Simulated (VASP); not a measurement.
Set up this calculation in VASP 6.6.1, as the native input.

| Quantity | Value |
| --- | --- |
| Task | relaxation of cell and atoms |
| Functional | PBEsol |
| Potentials or basis | VASP PAW PBE potentials, release 64 (Zn) |
| Cutoff | 600 eV |
| k mesh | 18 × 18 × 8 |
| Occupations | gaussian, width 0.1 eV |
| Spin | no spin polarisation |
| Dipole correction | no |
| Further INCAR settings | ALGO = Normal; EDIFF = 1e-06; IBRION = 2; EDIFFG = -0.005; NSW = 100; ISIF = 3 |

The structure of Zn lies in POSCAR:

```
Zn
1.0
    2.6647980532      0.0000000000      0.0000000000
   -1.3323990266      2.3077828100      0.0000000000
    0.0000000000      0.0000000000      4.9467000000
Zn
2
Direct
    0.3333333333      0.6666666667      0.2500000000
    0.6666666667      0.3333333333      0.7500000000
```

These files were run (other wordings do the same):

INCAR

```
SYSTEM = Zn
PREC = Accurate
ENCUT = 600
EDIFF = 1E-6
ISMEAR = 0
SIGMA = 0.1
LREAL = .False.
LASPH = .True.
NELM = 80
ALGO = Normal
ISIF = 3
LWAVE = .False.
LCHARG = .False.
GGA = PS
IBRION = 2
NSW = 100
EDIFFG = -0.005
```

KPOINTS

```
regular mesh
0
Gamma
  18 18 8
  0 0 0
```

Potentials or basis: VASP PAW PBE potentials, release 64 (Zn).

The run is started by

```bash
$ cat potpaw_PBE.64/Zn/POTCAR > POTCAR
$ mpirun -np 1 vasp_std > vasp.out
```

Results of the run:

```yaml
Relaxed_volume: 14.27 Å³/atom
Relaxed_cell: a = 2.601 Å, b = 2.601 Å, c = 4.869 Å, α = 90.00°, β = 90.00°, γ = 120.00°
Space_group_after_relaxing_to_0.1_Å: P6_3/mmc (No. 194)
Energy_gained_by_relaxing: 16.6 meV/atom
Ionic_steps: 3
Pressure_after_relaxing: 0.0 GPa
Band_gap_on_the_k_mesh: zero (bands 12 and 13 overlap by 4.77 eV)
```

Caveat: the PAW data sets were made with another functional, which shifts forces and pressure a little.

It took 3.9 min on 1 thread of Intel Xeon 8259CL, on a shared host, peak memory 0.23 GiB.
